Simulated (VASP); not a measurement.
Runs of VASP 6.6.1 on Ta. The structure is that of space group Im-3m (No. 229), or close to it. The cells are those of the table. 

```csv
cell,gap on the mesh (eV),pressure (GPa)
"a = 2.428 Å, angles 109.5°, 1 atom",none,230.3
"a = 2.615 Å, angles 109.5°, 1 atom",none,(a)
"a = 2.525 Å, angles 109.5°, 1 atom",none,134.6
"a = 2.308 Å, angles 109.5°, 1 atom",none,423.0
```

Alike in all rows: task single point; level LDA; potentials or basis VASP PAW LDA potentials, release 64 (Ta_pv); no spin polarisation; k mesh 18 × 18 × 18; cutoff (eV) 520; smearing fermi-dirac 0.08 eV.

Problem. Estimate the missing entries.

Solution. (a) 76.2.

Caveats: the cell stands under pressure; spin-orbit coupling is left out, which moves the levels of the heavy elements.

A k mesh can miss the band edges, and the runs leave out spin-orbit coupling on Ta.

A gap of «none» marks levels without a gap at the run's occupations.
